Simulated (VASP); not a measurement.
Pb2O3H2 (Pb2(O)1(OH)2), 7 atoms in the cell. The cell holds a molecule in a box, 7 atoms: a = 11.560 Å, b = 9.000 Å, c = 14.160 Å, α = 90.00°, β = 90.00°, γ = 90.00°. 

```yaml
Program: VASP 6.6.1
Task: single point
Functional: PBE
Potentials_or_basis: VASP PAW PBE potentials, release 64 (Pb_d, O, H)
Cutoff: 520 eV
k_mesh: 1 × 1 × 1
Occupations: gaussian, width 0.01 eV
Spin: no spin polarisation
Dipole_correction: no
Further_INCAR_settings: ALGO = Normal; EDIFF = 1e-07; NBANDS = 33
```

Potentials or basis: VASP PAW PBE potentials, release 64 (Pb_d, O, H).

Command:

```bash
$ cat potpaw_PBE.64/Pb_d/POTCAR potpaw_PBE.64/O/POTCAR potpaw_PBE.64/H/POTCAR > POTCAR
$ mpirun -np 1 vasp_gam > vasp.out
```

Hardware: 1 thread of Intel(R) Xeon(R) Platinum 8488C (Sapphire Rapids), on a shared host.

Problem. Estimate the wall time of this run.

Solution. Run time: 3.6 min on 1 thread of Intel(R) Xeon(R) Platinum 8488C (Sapphire Rapids), on a shared host, peak memory 1.1 GiB. Counts: scf iterations 28, k points 1.
